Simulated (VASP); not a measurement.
Here is a VASP 6.6.1 calculation.

The input INCAR:

```
PREC = Accurate
ENCUT = 600
EDIFF = 1E-6
ISMEAR = -1
SIGMA = 0.08
LREAL = F
LASPH = T
NELM = 80
ALGO = Normal
ISIF = 3
LWAVE = F
LCHARG = F
GGA = PE
IBRION = 2
NSW = 60
EDIFFG = -0.005
PSTRESS = 6000.0
```

Contents of KPOINTS:

```
Automatic mesh
0
Gamma
  30 30 30
```

Contents of POSCAR:

```
C
1.0
   -0.9203952864      0.9203952864      0.9203952864
    0.9203952864     -0.9203952864      0.9203952864
    0.9203952864      0.9203952864     -0.9203952864
C
1
Direct
    0.0000000000      0.0000000000      0.0000000000
```

Potentials or basis: VASP PAW PBE potentials, release 64 (C).

Command:

```console
$ cat potpaw_PBE.64/C/POTCAR > POTCAR
$ mpirun -np 1 vasp_std > vasp.out
```

(1) Estimate the band gap on the k mesh.

(2) What does it give for the space group after relaxing (to 0.05 Å)?

Answers

(1) zero (band 2 reaches 41.03 eV, above the bottom of band 3 at 15.24 eV).

(2) Im-3m (No. 229).

Caveat: the cell is relaxed towards a set pressure, so the enthalpy falls and the energy may rise.
